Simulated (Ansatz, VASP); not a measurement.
InSe in VASP and in Ansatz

```xyz
8
Lattice="4.0266 0.0000 0.0000 -2.0133 3.4871 0.0000 0.0000 0.0000 28.2707" Properties=species:S:1:pos:R:3 pbc="T T T"
Se    0.0000    0.0000    4.5000
Se    0.0000    0.0000    9.8854
Se   -0.8948    1.5498   13.3954
Se   -0.8948    1.5498   18.7807
In    2.0133    1.1624    5.7954
In    2.0133    1.1624    8.5899
In    1.1185    2.7122   14.6908
In    1.1185    2.7122   17.4853
```

Alike in both runs: task single point; functional PBE; dispersion D3(BJ); k mesh 9 × 9 × 1; occupations gaussian, width 0.05 eV; no spin polarisation.

|  | VASP | Ansatz |
| --- | --- | --- |
| version | VASP 6.6.1 | Ansatz 0.2.0 |
| potentials or method | VASP PAW PBE potentials, release 64 (Se, In_d), cutoff 400 eV | scalar-relativistic, plane waves, PAW |
| valence electrons in the cell | 76 | 116 |

VASP gave:

| Quantity | Value |
| --- | --- |
| gap on the k mesh at the Fermi level (eV) | 1.20 |
| least direct gap on the mesh (eV) | 1.25 |
| rms of the force components (eV/Å) | 0.021 |

What did Ansatz give for the same quantities?

gap on the k mesh at the Fermi level (eV): 1.21; least direct gap on the mesh (eV): 1.26; rms of the force components (eV/Å): 0.018.

VASP's potentials hold 76 valence electrons a cell and Ansatz's 116, so a difference there can come from the potentials and not from the codes.
